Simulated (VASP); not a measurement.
Write the native input for VASP 6.6.1 that does the following.

| Property | Result |
| --- | --- |
| Task | single point |
| Functional | PBE |
| Potentials or basis | VASP PAW PBE potentials, release 64 (Cd) |
| Cutoff | 520 eV |
| k mesh | 12 × 12 × 12 |
| Occupations | fermi-dirac, width 0.08 eV |
| Spin | no spin polarisation |
| Dipole correction | no |
| Further INCAR settings | ALGO = Normal; EDIFF = 1e-06; NBANDS = 19 |

The structure of Cd lies in POSCAR:

```
Cd
1.0
    0.0000000000      2.9403756080      2.9403756080
    2.9403756080      0.0000000000      2.9403756080
    2.9403756080      2.9403756080      0.0000000000
Cd
2
Direct
   -0.1250000000     -0.1250000000     -0.1250000000
    0.1250000000      0.1250000000      0.1250000000
```

This isn't the form of Cd at room conditions, which is hcp.

The input as run:

INCAR

```
SYSTEM = Cd
  PREC = Accurate
  ENCUT = 520
  EDIFF = 1E-6
  ISMEAR = -1
  SIGMA = 0.08
  LREAL = .FALSE.
  LASPH = .TRUE.
  NELM = 60
  ALGO = Normal
  ISIF = 2
  LWAVE = .FALSE.
  LCHARG = .FALSE.
  GGA = PE
  NBANDS = 19
```

KPOINTS

```
Automatic mesh
0
G
  12 12 12
  0 0 0
```

Potentials or basis: VASP PAW PBE potentials, release 64 (Cd).

The run is started by

```sh
$ cat potpaw_PBE.64/Cd/POTCAR > POTCAR
$ mpirun -np 1 vasp_std > vasp.out
```

Results of the run:

```json
{
 "Pressure": "18.5 GPa",
 "Band gap on the k mesh": "zero (bands 12 and 13 overlap by 7.17 eV)"
}
```

Caveat: the cell stands under pressure.

Run time: 56 s on 1 thread of Intel(R) Xeon(R) Platinum 8259CL CPU @ 2.50GHz (Skylake/Cascade Lake) (shared host), peak memory 0.2 GiB.
